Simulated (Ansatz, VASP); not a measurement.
Two plane-wave programs on Tl

The input INCAR:

```
  ALGO = Normal
  EDIFF = 1E-6
  ENCUT = 520
  GGA = CA
  ISIF = 2
  ISMEAR = 1
  LASPH = True
  LCHARG = True
  LELF = True
  LREAL = False
  LVHAR = True
  LWAVE = False
  NBANDS = 20
  NELM = 60
  PREC = Accurate
  SIGMA = 0.2
```

File KPOINTS:

```
k-points
0
Gamma
  11 11 6
```

Contents of POSCAR:

```
Tl
1.0
    3.4014029632      0.0000000000      0.0000000000
   -1.7007014816      2.9457013746      0.0000000000
    0.0000000000      0.0000000000      5.4430041633
Tl
2
Direct
    0.3333333333      0.6666666667      0.2500000000
    0.6666666667      0.3333333333      0.7500000000
```

Input for Ansatz:

```yaml
crystal:
  lattice:
    - [3.4014029632, 0.0, 0.0]
    - [-1.7007014816, 2.9457013746, 0.0]
    - [0.0, 0.0, 5.4430041633]
  atoms:
    - { symbol: Tl, position: [0.3333333333, 0.6666666667, 0.25] }
    - { symbol: Tl, position: [0.6666666667, 0.3333333333, 0.75] }
hamiltonian:
  xc: lda
  pseudopotentials:
    kind: paw
    azcp:
      Tl: "pseudopotentials/Tl.paw.azcp"
basis:
  ecutwfc: 420
  fft_grid_basis: typed
kpoints:
  mp_grid: { grid: [11, 11, 6], shift: [0, 0, 0] }
magnetization:
  spin_polarized: false
scf:
  occupations: { method: methfessel_paxton, width: 0.2 }
  lower_state_search: "off"
output:
  stress: true
```

Alike in both runs: task single point; functional LDA; k mesh 11 × 11 × 6; occupations methfessel-paxton of order 1, width 0.2 eV; no spin polarisation.

|  | VASP | Ansatz |
| --- | --- | --- |
| version | VASP 6.6.1 | Ansatz 0.2.0 |
| potentials or method | VASP PAW LDA potentials, release 64 (Tl_d), cutoff 520 eV | plane waves (420 eV) with PAW, scalar-relativistic |
| valence electrons in the cell | 26 | 26 |

```csv
,VASP,Ansatz,Ansatz less VASP
pressure (GPa),0.1,0.0,-0.09
"traceless stress, the component that is largest in VASP (GPa)",0.20,0.16,-0.044
```

Ansatz warns that its potentials were made for another functional, while VASP's fit it. LDA's correlation is that of Perdew and Zunger in VASP and of Perdew and Wang (1992) in Ansatz.

Neither program's run includes spin-orbit coupling.
